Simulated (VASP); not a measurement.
# BN (I-4m2) in VASP: single point with HSE06

Aim: the single point of BN with HSE06.

Program: VASP 6.6.1. These are calculated values, not measurements. Logs are shortened: lines on timing, memory, paths and dates and some standing lists are left out, and cuts for length are marked.

## (1) The cell of the first run

Symmetry: I-4m2, No. 119, tetragonal system. Conventional cell: a = 2.667 Å, b = 2.667 Å, c = 3.539 Å, α = 90.00°, β = 90.00°, γ = 90.00°. B (site symmetry -4m2) has 4 N at 1.60 Å within 2.1 Å. Within 2.1 Å of N (site symmetry -4m2) lie 4 B at 1.60 Å.

## (2) Single point, HSE06 (epitaxial xy strain +4.5%)

Input file POSCAR:

```
BN
1.0
    0.0000000000      1.8856816338      1.7693476874
    1.8856816338      0.0000000000      1.7693476874
    1.8856816338      1.8856816338      0.0000000000
B N
1 1
Direct
    0.0000000000      0.0000000000      0.0000000000
    0.2500000000      0.2500000000      0.2500000000
```

Input file INCAR.step1:

```
SYSTEM = BN
  ALGO = Normal
  EDIFF = 1E-5
  ENCUT = 520
  GGA = PE
  ISIF = 2
  ISMEAR = 0
  LASPH = .True.
  LCHARG = .False.
  LREAL = .False.
  LWAVE = .True.
  NBANDS = 11
  NELM = 80
  PREC = Accurate
  SIGMA = 0.01
```

Input file INCAR.step2:

```
SYSTEM = BN
  ALGO = Normal
  EDIFF = 1E-7
  ENCUT = 520
  GGA = PE
  HFSCREEN = 0.2079
  ISIF = 2
  ISMEAR = 0
  ISTART = 1
  LASPH = .True.
  LCHARG = .False.
  LHFCALC = .True.
  LREAL = .False.
  LWAVE = .False.
  NBANDS = 11
  NELM = 80
  PREC = Accurate
  PRECFOCK = Normal
  SIGMA = 0.01
```

Input file KPOINTS:

```
k-points
0
Gamma
  8 8 8
  0 0 0
```

Potentials or basis: VASP PAW PBE potentials, release 64 (B, N).

Launch:

```sh
cat potpaw_PBE.64/B/POTCAR potpaw_PBE.64/N/POTCAR > POTCAR
cp INCAR.step1 INCAR
mpirun -np 1 vasp_std > vasp.out
cp INCAR.step2 INCAR
mpirun -np 1 vasp_std > vasp.out
```

OUTCAR:

```text
SYSTEM = BN
   EDIFF = 1E-7
   ENCUT = 520
   GGA = PE
   HFSCREEN = 0.2079
   ISIF = 2
   ISMEAR = 0
   ISTART = 1
   LASPH = .True.
   LHFCALC = .True.
   LREAL = .False.
   NELM = 80
   PREC = Accurate
   PRECFOCK = Normal

 ion  position               nearest neighbor table
   1  0.000  0.000  0.000-   2 1.60   2 1.60   2 1.60   2 1.60
   2  0.250  0.250  0.250-   1 1.60   1 1.60   1 1.60   1 1.60

  LATTYP: Found a body centered tetragonal cell.
 ALAT       =     2.6667565408
 C/A-ratio  =     1.3269660431

  Lattice vectors:

 A1 = (   0.0000000000,  -1.8856816338,  -1.7693476874)
 A2 = (   0.0000000000,   1.8856816338,  -1.7693476874)
 A3 = (   1.8856816338,   0.0000000000,   1.7693476874)

Analysis of symmetry for initial positions (statically):
=====================================================================
 Subroutine PRICEL returns:
 Original cell was already a primitive cell.

 Routine SETGRP: Setting up the symmetry group for a
 body centered tetragonal supercell.

 Subroutine GETGRP returns: Found  8 space group operations
 (whereof  8 operations were pure point group operations)
 out of a pool of 16 trial point group operations.

The static configuration has the point symmetry D_2d.

Analysis of symmetry for dynamics (positions and initial velocities):
=====================================================================
 Subroutine PRICEL returns:
 Original cell was already a primitive cell.

 Routine SETGRP: Setting up the symmetry group for a
 body centered tetragonal supercell.

 Subroutine GETGRP returns: Found  8 space group operations
 (whereof  8 operations were pure point group operations)
 out of a pool of 16 trial point group operations.

The dynamic configuration has the point symmetry D_2d.

 Subroutine INISYM returns: Found  8 space group operations
 (whereof  8 operations are pure point group operations),
 and found     1 'primitive' translations

----------------------------------------------------------------------------------------

                                     Primitive cell

  volume of cell :      12.5829

  direct lattice vectors                    reciprocal lattice vectors
     0.000000000  1.885681634  1.769347687    -0.265156106  0.265156106  0.282590021
     1.885681634  0.000000000  1.769347687     0.265156106 -0.265156106  0.282590021
     1.885681634  1.885681634  0.000000000     0.265156106  0.265156106 -0.282590021

  length of vectors
     2.585804800  2.585804800  2.666756541     0.469545143  0.469545143  0.469545143

  position of ions in fractional coordinates (direct lattice)
     0.000000000  0.000000000  0.000000000
     0.250000000  0.250000000  0.250000000

  ion indices of the primitive-cell ions
   primitive index   ion index
                 1           1
                 2           2

----------------------------------------------------------------------------------------

 KPOINTS: k-points

Automatic generation of k-mesh.
 Grid dimensions read from file:
 generate k-points for:    8    8    8

 Generating k-lattice:

  Cartesian coordinates                     Fractional coordinates (reciprocal lattice)
    -0.033144513  0.033144513  0.035323753     0.125000000  0.000000000  0.000000000
     0.033144513 -0.033144513  0.035323753     0.000000000  0.125000000  0.000000000
     0.033144513  0.033144513 -0.035323753     0.000000000  0.000000000  0.125000000

  Length of vectors
     0.058693143  0.058693143  0.058693143

  Shift w.r.t. Gamma in fractional coordinates (k-lattice)
     0.000000000  0.000000000  0.000000000

 Subroutine IBZKPT returns following result:
 ===========================================

 Found     59 irreducible k-points:

 Following reciprocal coordinates:
            Coordinates               Weight
  0.000000  0.000000  0.000000      1.000000
  0.125000  0.000000  0.000000      8.000000
  0.250000  0.000000  0.000000      8.000000
  0.375000  0.000000  0.000000      8.000000
  0.500000  0.000000  0.000000      4.000000
  0.125000  0.125000  0.000000      2.000000
[... 16 lines left out ...]
  0.250000  0.000000  0.125000     16.000000
  0.375000  0.000000  0.125000     16.000000
 [... further k-points ...]
   k-points           NKPTS =     59   k-points in BZ     NKDIM =    512   number of bands    NBANDS=     11
   number of dos      NEDOS =    301   number of ions     NIONS =      2
   total plane-waves  NPLWV =   8000
   dimension x,y,z NGX =    20 NGY =   20 NGZ =   20
   dimension x,y,z NGXF=    40 NGYF=   40 NGZF=   40
   ions per type =               1   1
   NGX,Y,Z   is equivalent  to a cutoff of  12.86, 12.86, 12.47 a.u.
   NGXF,Y,Z  is equivalent  to a cutoff of  25.72, 25.72, 24.94 a.u.
 SYSTEM =  BN
   PREC   = accura    normal or accurate (medium, high low for compatibility)
   ISTART =      1    job   : 0-new  1-cont  2-samecut
   ICHARG =      0    charge: 1-file 2-atom 10-const
   ISPIN  =      1    spin polarized calculation?
   LNONCOLLINEAR =      F non collinear calculations
   LSORBIT =      F    spin-orbit coupling
   LASPH  =      T    aspherical Exc in radial PAW
   ENCUT  =  520.0 eV  38.22 Ry    6.18 a.u.   4.81  4.81  4.96*2*pi/ulx,y,z
   NELM   =     80;   NELMIN=  2; NELMDL=  0     # of ELM steps
   EDIFF  = 0.1E-06   stopping-criterion for ELM
   LREAL  =      F    real-space projection
   EDIFFG = 0.1E-05   stopping-criterion for IOM
   NSW    =      0    number of steps for IOM
   IBRION =     -1    ionic relax: 0-MD 1-quasi-New 2-CG
   NFREE  =      0    steps in history (QN), initial steepest desc. (CG)
   ISIF   =      2    stress and relaxation
   ISYM   =      3    0-nonsym 1-usesym 2-fastsym
   POTIM  = 0.5000    time-step for ionic-motion
   TEBEG  =    0.0;   TEEND  =   0.0 temperature during run
   PSTRESS=    0.0 pullay stress
   NELECT =       8.0000    total number of electrons
   NUPDOWN=      -1.0000    fix difference up-down
   EMIN   =  10.00;   EMAX   =-10.00  energy-range for DOS
   EFERMI =   0.00;   METHOD = LEGACY
   ISMEAR =     0;   SIGMA  =   0.01  broadening in eV -4-tet -1-fermi 0-gaus
   EFERMI_NEDOS =   21; number of points for ismear=-14 and -15
   IALGO  =     38    algorithm
   IMIX   =      1    mixing-type and parameters
     AMIX     =   0.40;   BMIX     =  1.00
     AMIX_MAG =   1.60;   BMIX_MAG =  1.00
  volume/ion in A,a.u.               =       6.29        42.46
  Fermi-wavevector in a.u.,A,eV,Ry     =   1.407705  2.660176 26.961742  1.981632
  Thomas-Fermi vector in A             =   2.529937
   LORBIT       =      0    0 simple, 1 ext, 2 COOP (PROOUT), +10 PAW based schemes
   GGA     = PE    functional components
   LHFCALC =     T    Hartree Fock is set to
   PRECFOCK=normal    Normal, Fast or Accurate (Low or Medium for compatibility)
   ENCUT4O =  -1.0   cutoff for four orbital integrals eV
   NKREDX  =     1    reduce k-point grid by
   NKREDY  =     1    reduce k-point grid by
   NKREDZ  =     1    reduce k-point grid by
   AEXX    =    0.2500 exact exchange contribution
   HFSCREEN=    0.2079 screening length (either q_TF or 0.3 A-1)
   HFSCREENC=   0.2079 screening length for correlation (either q_TF or 0.3 A-1)
   ENCUTFOCK=  -1.0 apply spherical cutoff to Coloumb kernel
   IVDW    =     0    specifies the selected vdW correction
   LEPSILON=     F    determine dielectric tensor
   LRPA    =     F    only Hartree local field effects (RPA)
 non-spin polarized calculation
 Gauss-broadening in eV      SIGMA  =   0.01
  energy-cutoff  :      520.00
  volume of cell :       12.58
 maximum number of plane-waves:       350
  NGX = 16; NGY = 16; NGZ = 16

 number of electron       8.0000002 magnetization

 Free energy of the ion-electron system (eV)
  ---------------------------------------------------
  ext. energy  EPLUGINS =         0.00000000
  ---------------------------------------------------
  free energy    TOTEN  =       -20.18424512 eV

  energy without entropy =      -20.18424512  energy(sigma->0) =      -20.18424512

 E-fermi :   6.4145     XC(G=0): -10.2540

 val. band max:        6.1776124981   @ k =   0.0000   0.0000   0.0000
 cond. band min:      10.8374346390   @ k =   0.5000   0.5000   0.0000
 fundamental gap:      4.6598221409
 Fermi energy:         6.4145284317

 k-point     1 :       0.0000    0.0000    0.0000
  band No.  band energies     occupation
      1     -15.5607      2.00000
      2       5.6244      2.00000
      3       5.6244      2.00000
      4       6.1776      2.00000
      5      15.7687      0.00000
      6      16.2171      0.00000
      7      16.2171      0.00000
      8      16.8383      0.00000
      9      31.3401      0.00000
     10      33.1779      0.00000
     11      34.2811      0.00000

 k-point     2 :       0.1250    0.0000    0.0000
  band No.  band energies     occupation
      1     -15.1722      2.00000
      2       3.8510      2.00000
      3       5.1956      2.00000
      4       5.6911      2.00000
      5      15.9267      0.00000
      6      16.7265      0.00000
      7      16.7473      0.00000
      8      18.3077      0.00000
      9      30.6888      0.00000
     10      30.9017      0.00000
     11      32.2115      0.00000

 k-point     3 :       0.2500    0.0000    0.0000
  band No.  band energies     occupation
      1     -14.0489      2.00000
      2       0.1192      2.00000
      3       4.3338      2.00000
      4       5.0139      2.00000
      5      16.1219      0.00000
      6      17.5134      0.00000
      7      17.8643      0.00000
      8      20.6279      0.00000
      9      29.8889      0.00000
     10      30.1959      0.00000
     11      31.5658      0.00000

 k-point     4 :       0.3750    0.0000    0.0000
  band No.  band energies     occupation
      1     -12.4148      2.00000
      2      -3.4463      2.00000
      3       3.6322      2.00000
      4       4.4807      2.00000
      5      16.2083      0.00000
      6      17.6510      0.00000
      7      18.6440      0.00000
      8      22.1040      0.00000
      9      29.9433      0.00000
     10      32.2260      0.00000
     11      32.4679      0.00000

 k-point     5 :       0.5000    0.0000    0.0000
  band No.  band energies     occupation
      1     -11.3367      2.00000
      2      -5.2108      2.00000
      3       3.3743      2.00000
      4       4.2870      2.00000
      5      16.2133      0.00000
      6      17.5758      0.00000
      7      18.8622      0.00000
      8      22.5420      0.00000
      9      30.3066      0.00000
     10      33.4368      0.00000
     11      34.1590      0.00000
[... 211 lines left out ...]
 k-point    21 :       0.5000    0.5000    0.0000
  band No.  band energies     occupation
      1      -9.4881      2.00000
      2      -2.8960      2.00000
      3       0.2719      2.00000
      4       0.2719      2.00000
      5      10.8374      0.00000
      6      15.1667      0.00000
      7      25.3192      0.00000
      8      25.3192      0.00000
      9      28.7288      0.00000
     10      34.2103      0.00000
     11      39.8194      0.00000

 k-point    22 :       0.1250    0.0000    0.1250
  band No.  band energies     occupation
      1     -15.0662      2.00000
      2       4.2551      2.00000
      3       4.6275      2.00000
      4       5.0733      2.00000
      5      15.4492      0.00000
      6      16.9891      0.00000
      7      18.0139      0.00000
      8      18.1911      0.00000
      9      27.1849      0.00000
     10      32.3027      0.00000
     11      35.1854      0.00000

 k-point    23 :       0.2500    0.0000    0.1250
  band No.  band energies     occupation
      1     -14.2088      2.00000
      2       1.4334      2.00000
      3       3.8772      2.00000
      4       4.3387      2.00000
      5      15.6521      0.00000
      6      17.7308      0.00000
      7      18.9871      0.00000
      8      19.9146      0.00000
      9      26.1038      0.00000
     10      32.5107      0.00000
     11      33.7365      0.00000

 k-point    24 :       0.3750    0.0000    0.1250
  band No.  band energies     occupation
      1     -12.7347      2.00000
      2      -2.0769      2.00000
      3       3.0661      2.00000
      4       3.6612      2.00000
      5      16.3274      0.00000
      6      17.8331      0.00000
      7      19.7188      0.00000
      8      21.3228      0.00000
      9      27.5565      0.00000
     10      32.2142      0.00000
     11      34.2540      0.00000

 [... further k-points ...]

------------------------ aborting loop because EDIFF is reached ----------------------------------------

  FORCE on cell =-STRESS in cart. coord.  units (eV):
  Direction    XX          YY          ZZ          XY          YZ          ZX
  --------------------------------------------------------------------------------------
  -------------------------------------------------------------------------------------
  Total       -3.0800518     -3.0800518     -0.2972662      0.0000000      0.0000000      0.0000000
  in kB     -392.1829219   -392.1829219    -37.8508988      0.0000000      0.0000000      0.0000000
  external PRESSURE =    -274.0722475 kB  Pullay stress =       0.0000000 kB

 VOLUME and BASIS-vectors are now :
 -----------------------------------------------------------------------------
  energy-cutoff  :      520.00
  volume of cell :       12.58
      direct lattice vectors                 reciprocal lattice vectors
     0.000000000  1.885681634  1.769347687    -0.265156106  0.265156106  0.282590021
     1.885681634  0.000000000  1.769347687     0.265156106 -0.265156106  0.282590021
     1.885681634  1.885681634  0.000000000     0.265156106  0.265156106 -0.282590021

 POSITION                                       TOTAL-FORCE (eV/Angst)
 -----------------------------------------------------------------------------------
      0.00000      0.00000      0.00000        -0.000000     -0.000000      0.000000
      0.94284      0.94284      0.88467         0.000000      0.000000      0.000000
 -----------------------------------------------------------------------------------
    total drift:                                0.000001      0.000001     -0.000002

  FREE ENERGIE OF THE ION-ELECTRON SYSTEM (eV)
  ---------------------------------------------------
  free  energy   TOTEN  =       -20.1842451234 eV

  energy  without entropy=      -20.1842451234  energy(sigma->0) =      -20.18424512
```

Run time: 46 min. Hardware: 1 thread of AMD EPYC 7R13, shared host; peak memory 0.23 GiB.

What came out:

```yaml
Free_energy: -20.1842 eV
Pressure: -27.4 GPa
Band_gap_on_the_k_mesh: 4.66 eV (least direct gap 9.59 eV)
```

Caveat: the cell differs from its parent crystal (epitaxial xy strain +4.5%); the stress differs along the axes, from -39 to -4 GPa; the PAW data sets were made with another functional, which shifts forces and pressure a little. A k mesh can miss the band edges.
